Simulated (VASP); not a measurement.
Wanted: the native input for a VASP 6.6.1 run.

| Quantity | Value |
| --- | --- |
| Task | single point |
| Functional | revPBE |
| Potentials or basis | VASP PAW PBE potentials, release 64 (Sb, Au, I) |
| Cutoff | 520 eV |
| k mesh | 3 × 3 × 4, shifted |
| Occupations | methfessel-paxton, width 0.0476 eV |
| Spin | no spin polarisation |
| Dipole correction | no |
| Further INCAR settings | ALGO = Normal; EDIFF = 1e-07; NBANDS = 32 |

The structure of SbAuI lies in POSCAR:

```
SbAuI
1.0
    6.0715100000      1.4651400000      0.3748780000
    0.2397660000      6.6443430000      1.7674520000
    0.3912770000     -0.0778320000      4.9848070000
Sb Au I
2 2 2
Direct
    0.4271320000      0.7605140000      0.7215810000
    0.2248230000      0.5373370000      0.3452970000
    0.7452260000      0.8034550000      0.1528040000
    0.9157270000      0.3846790000      0.9176090000
    0.9021830000      0.0724960000      0.5244570000
    0.4562510000      0.2577180000      0.8994040000
```

These files were run (other wordings do the same):

INCAR

```
PREC = Accurate
ENCUT = 520
EDIFF = 1E-7
ISMEAR = 1
SIGMA = 0.0476
LREAL = F
LASPH = T
NELM = 100
ALGO = Normal
ISIF = 2
LWAVE = F
LCHARG = T
GGA = RE
LELF = T
LVHAR = T
NBANDS = 32
```

KPOINTS

```
Automatic mesh
0
Gamma
  3 3 4
  0.5 0.5 0
```

Potentials or basis: VASP PAW PBE potentials, release 64 (Sb, Au, I).

Run with:

```console
$ cat potpaw_PBE.64/Sb/POTCAR potpaw_PBE.64/Au/POTCAR potpaw_PBE.64/I/POTCAR > POTCAR
$ mpirun -np 1 vasp_std > vasp.out
```

It gave:

```json
{
  "Pressure": "-3.5 GPa",
  "Largest force": "1.339 eV/Å",
  "Band gap on the k mesh": "zero (bands 23 and 24 overlap by 0.53 eV)"
}
```

Caveat: the PAW data sets were made with another functional, which shifts forces and pressure a little; spin-orbit coupling is left out, which moves the levels of the heavy elements.

Run time: 120 s on 1 thread of Intel(R) Xeon(R) Platinum 8488C (Sapphire Rapids), on a shared host, peak memory 0.37 GiB.
